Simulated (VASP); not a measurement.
**Sb3O2: single point with PBE**

Crystal: Sb3O2.

```xyz
5
Lattice="3.7194 2.1474 2.1988 -3.7194 2.1474 2.1988 0.0000 -4.2948 2.1988" Properties=species:S:1:pos:R:3 pbc="T T T"
Sb   -1.8597    1.0737    1.0994
Sb    0.0000   -2.1474    1.0994
Sb    1.8597    1.0737    1.0994
O     0.0000    0.0000    4.9843
O     0.0000    0.0000    1.6120
```

```
Program             : VASP 6.6.1
Task                : single point
Functional          : PBE
Potentials or basis : VASP PAW PBE potentials, release 64 (Sb, O)
Cutoff              : 520 eV
k mesh              : 12 × 12 × 12
Occupations         : gaussian, width 0.1 eV
Spin                : no spin polarisation
```

* Pressure: -0.4 GPa
* Largest force: 0.031 eV/Å
* Band gap on the k mesh: zero (an odd number of electrons rules out a gap without spin polarisation)

Forces on the atoms (eV/Å):
```
Sb   0.000  0.000  0.000
Sb   0.000  0.000  0.000
Sb   0.000  0.000  0.000
O    0.000  0.000  0.031
O    0.000  0.000 -0.031
```

Stress tensor (GPa, compression positive):
```
-0.47  0.00  0.00
 0.00 -0.47  0.00
 0.00  0.00 -0.18
```

Levels at points of the mesh, in eV from the Fermi level:
| k point | band 12 | band 13 | band 14 | band 15 | band 16 | band 17 |
| --- | --- | --- | --- | --- | --- | --- |
| (0.00, 0.00, 0.00) | -1.65 | -1.44 | -1.44 | 2.01 | 3.88 | 3.88 |
| (0.50, 0.00, 0.00) | -2.83 | -0.16 | 0.62 | 0.66 | 1.44 | 2.80 |
| (0.50, 0.50, 0.00) | -1.30 | -0.38 | -0.35 | 0.95 | 2.32 | 2.56 |
| (0.50, 0.50, 0.50) | -1.92 | -1.92 | -0.83 | 1.47 | 4.58 | 4.77 |

Run time: 8.1 min on 1 thread of Intel Xeon 8259CL (shared host), peak memory 0.47 GiB.

Caveat: spin-orbit coupling is left out, which moves the levels of the heavy elements; an odd number of electrons without spin polarisation forces a metal; a magnetic or distorted state may lie lower.
